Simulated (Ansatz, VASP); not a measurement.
One calculation of NaCl, two programs

```
Na Cl
1.0
     2.86000    0.00000    0.00000
     0.00000    2.86000    0.00000
     0.00000    0.00000    2.86000
Na Cl
1 1
Direct
  0.00000 0.00000 0.00000
  0.50000 0.50000 0.50000
```

Alike in both runs: task electric field gradients; functional PBE; k mesh 8 × 8 × 8; occupations fermi-dirac, width 0.02 eV; no spin polarisation.

```csv
,VASP,Ansatz
version,VASP 6.6.1,Ansatz 0.2.0
potentials or method,"VASP PAW PBE potentials, release 64 (Na_pv, Cl), cutoff 400 eV","all-electron PAW with datasets made for the crystal, scalar-relativistic"
```

```csv
,VASP,Ansatz,Ansatz less VASP
gap on the k mesh at the Fermi level (eV),4.42,4.37,-0.045
```

Ansatz ran all-electron here, and VASP with PAW potentials.
